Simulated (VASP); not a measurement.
A run of VASP 6.6.1 is set up as follows.

INCAR

```
PREC = Accurate
ENCUT = 520
EDIFF = 1E-6
ISMEAR = 1
SIGMA = 0.6
LREAL = F
LASPH = T
NELM = 150
ALGO = Normal
ISIF = 2
LWAVE = F
LCHARG = F
ISPIN = 2
MAGMOM = 1.69 1.69
LORBIT = 11
LMAXMIX = 4
GGA = PE
NBANDS = 20
```

The input KPOINTS:

```
Automatic mesh
0
Gamma
  14 14 8
```

Contents of POSCAR:

```
Co
1.0
    2.4935221926      0.0000000000      0.0000000000
   -1.2467610963      2.1594535637      0.0000000000
    0.0000000000      0.0000000000      4.0277844638
Co
2
Direct
    0.3333333333      0.6666666667      0.2500000000
    0.6666666667      0.3333333333      0.7500000000
```

Potentials or basis: VASP PAW PBE potentials, release 64 (Co).

Command:

```console
$ cat potpaw_PBE.64/Co/POTCAR > POTCAR
$ mpirun -np 1 vasp_std > vasp.out
```

(1) What does it give for the site moments?

(2) Predict the pressure.

(3) What does it give for the net moment?

Results:

(1) Co +1.68 μB.

(2) -0.1 GPa.

(3) 3.32 μB per cell.
